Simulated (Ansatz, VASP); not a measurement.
## Two plane-wave programs on W2Br2F

The input INCAR:

```
SYSTEM = W2Br2F
ALGO     = Normal         ! electronic algorithm
EDIFF    = 1E-6           ! SCF threshold, eV
EDIFFG   = -0.04          ! ionic threshold
ENCUT    = 600            ! plane-wave cutoff, eV
GGA      = PE             ! functional
IBRION   = 2              ! ionic algorithm
ISIF     = 3              ! what is computed and relaxed
ISMEAR   = 0              ! smearing method
ISPIN    = 2              ! spin polarisation
LASPH    = .True.         ! aspherical terms in the spheres
LCHARG   = .False.        ! write CHGCAR
LMAXMIX  = 4              ! l up to which the mixer works
LORBIT   = 11             ! projections on sites
LREAL    = .False.        ! projectors in reciprocal space
LWAVE    = .False.        ! write WAVECAR
MAGMOM   = 0 0 0 0 0      ! initial moments
NELM     = 150            ! most SCF steps
NSW      = 90             ! ionic steps
PREC     = Accurate       ! precision mode
SIGMA    = 0.1            ! smearing width, eV
```

The input KPOINTS:

```
k-points
0
Gamma
  6 6 4
  0 0 0
```

File POSCAR:

```
W2Br2F
1.0
    4.9840690800      0.0000000000      0.0000000000
   -2.4920345400      4.3163304400      0.0000000000
    0.0000000000      0.0000000000      6.5144348400
W Br F
2 2 1
Direct
    0.0000000000      0.0000000000      0.2592106700
    0.0000000000      0.0000000000      0.7407893300
    0.3333333300      0.6666666700      0.0000000000
    0.6666666700      0.3333333300      0.0000000000
    0.0000000000      0.0000000000      0.0000000000
```

Input for Ansatz:

```yaml
crystal:
  lattice:
    - [4.98406908, 0.0, 0.0]
    - [-2.49203454, 4.31633044, 0.0]
    - [0.0, 0.0, 6.51443484]
  atoms:
    - { symbol: W, position: [0.0, 0.0, 0.25921067] }
    - { symbol: W, position: [0.0, 0.0, 0.74078933] }
    - { symbol: Br, position: [0.33333333, 0.66666667, 0.0] }
    - { symbol: Br, position: [0.66666667, 0.33333333, 0.0] }
    - { symbol: F, position: [0.0, 0.0, 0.0] }
basis:
  ecutwfc: 420
kpoints:
  mp_grid: { grid: [6, 6, 4] }
hamiltonian:
  xc: pbe
scf:
  occupations: { method: gaussian, width: 0.1 }
  lower_state_search: "off"
output:
  forces: true
  stress: true
  eigenvalues: true
  populations: true
magnetization:
  spin_polarized: true
relax:
  adjacent_minimum: "off"
  f_tol: 0.04
  max_steps: 70
  cell: { stress_tol: 0.4 }
```

Alike in both runs: task relaxation of cell and atoms; functional PBE; k mesh 6 × 6 × 4; occupations gaussian, width 0.1 eV; collinear spin.

```csv
,VASP,Ansatz
version,VASP 6.6.1,Ansatz 0.2.0
potentials or method,"VASP PAW PBE potentials, release 64 (W_sv, Br, F), cutoff 600 eV","scalar-relativistic, plane waves, PAW"
valence electrons in the cell,49,49
```

Ansatz gave:

```
gap on the k mesh at the Fermi level, each at its own relaxed structure (eV)  : none
relaxed volume (Å³/atom)                                                      : 31.48
relaxed length of the cell vector where the two differ most in proportion (Å) : 6.021
```

Q: Estimate VASP's values.

A: gap on the k mesh at the Fermi level, each at its own relaxed structure (eV): none; relaxed volume (Å³/atom): 31.61; relaxed length of the cell vector where the two differ most in proportion (Å): 6.068.

A gap of «none» marks a metal or a gap that the smearing closes. Ansatz's warnings: no starting moments.

Spin-orbit coupling is off throughout.
